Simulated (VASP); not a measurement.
Wanted: the native input for a VASP 6.6.1 run.

* Task: single point
* Functional: RPBE
* Potentials or basis: VASP PAW PBE potentials, release 64 (W_sv)
* Cutoff: 520 eV
* k mesh: 13 × 13 × 4
* Occupations: fermi-dirac, width 0.1 eV
* Spin: no spin polarisation
* Dipole correction: no
* Further INCAR settings: ALGO = Normal; EDIFF = 1e-06; NBANDS = 36

The structure of W lies in POSCAR:

```
W
1.0
    2.7968184321      0.0000000000      0.0000000000
   -1.3984092161      2.4221158119      0.0000000000
    0.0000000000      0.0000000000      9.8683240543
W
4
Direct
    1.0000000000      1.0000000000      1.0000000000
    1.0000000000      1.0000000000      0.5000000000
    0.3333333333      0.6666666667      0.2500000000
    0.6666666667      0.3333333333      0.7500000000
```

This isn't the form of W at room conditions, which is bcc.

One way to write it, as run:

INCAR

```
PREC = Accurate
ENCUT = 520
EDIFF = 1E-6
ISMEAR = -1
SIGMA = 0.1
LREAL = False
LASPH = True
NELM = 60
ALGO = Normal
ISIF = 2
LWAVE = False
LCHARG = False
GGA = RP
NBANDS = 36
```

KPOINTS

```
regular mesh
0
Gamma
  13 13 4
```

Potentials or basis: VASP PAW PBE potentials, release 64 (W_sv).

Command:

```bash
$ cat potpaw_PBE.64/W_sv/POTCAR > POTCAR
$ mpirun -np 1 vasp_std > vasp.out
```

Results of the run:

```
Pressure               : 0.4 GPa
Band gap on the k mesh : zero (bands 28 and 29 overlap by 1.58 eV)
```

Caveat: the PAW data sets were made with another functional, which shifts forces and pressure a little; spin-orbit coupling is left out, which moves the levels of the heavy elements.

It took 3.8 min on 1 thread of Intel Xeon 8259CL, with other jobs on the host, peak memory 0.26 GiB.
